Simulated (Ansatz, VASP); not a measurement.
Li2O: VASP beside Ansatz

```xyz
3
Lattice="0.0000 2.2459 2.2459 2.2459 0.0000 2.2459 2.2459 2.2459 0.0000" Properties=species:S:1:pos:R:3 pbc="T T T"
Li    1.1230    1.1230    1.1230
Li    3.3689    3.3689    3.3689
O     0.0000    0.0000    0.0000
```

Alike in both runs: functional LDA; k mesh 10 × 10 × 10; occupations gaussian, width 0.02 eV; no spin polarisation.

Ansatz relaxed the structure, and its values are those at the end. VASP's run is a single point on that final structure, the one shown.

```csv
,VASP,Ansatz
version,VASP 6.6.1,Ansatz 0.2.0
potentials or method,"VASP PAW LDA potentials, release 64 (Li_sv, O), cutoff 750 eV","scalar-relativistic, plane waves, PAW"
valence electrons in the cell,12,12
```

```csv
,VASP,Ansatz,Ansatz less VASP
gap on the k mesh at the Fermi level (eV),4.95,4.96,+0.013
least direct gap on the mesh (eV),5.89,5.89,-0.003
pressure (GPa),-0.2,0.0,+0.15
```

Ansatz warns that its potentials were made for another functional, while VASP's fit it. LDA's correlation is that of Perdew and Zunger in VASP and of Perdew and Wang (1992) in Ansatz.
